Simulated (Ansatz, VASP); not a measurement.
**MnHg in VASP and in Ansatz**

```
CELL_PARAMETERS angstrom
3.26037 0.00000 0.00000
0.00000 3.26037 0.00000
0.00000 0.00000 3.28516
ATOMIC_POSITIONS crystal
Mn 0.50000 0.50000 0.50000
Hg 0.00000 0.00000 0.00000
```

Change from the starting cell: volume scaled by 0.975.

Alike in both runs: task single point; functional PBE; k mesh 10 × 10 × 10; occupations fermi-dirac, width 0.05 eV; collinear spin.

|  | VASP | Ansatz |
| --- | --- | --- |
| version | VASP 6.6.1 | Ansatz 0.2.0 |
| potentials or method | VASP PAW PBE potentials, release 64 (Mn_pv, Hg), cutoff 520 eV | all-electron LAPW, scalar-relativistic |

Ansatz gave:

- pressure (GPa): 4.0
- net moment per atom (μB): 1.91
- size of the moment on the site where the two differ most (μB): 3.84

Estimate VASP's values.

pressure (GPa): 4.5; net moment per atom (μB): 1.91; size of the moment on the site where the two differ most (μB): 3.74.

Site moments also hang on the region over which each program counts them. Ansatz ran all-electron here, and VASP with PAW potentials.

Spin-orbit coupling is off throughout.
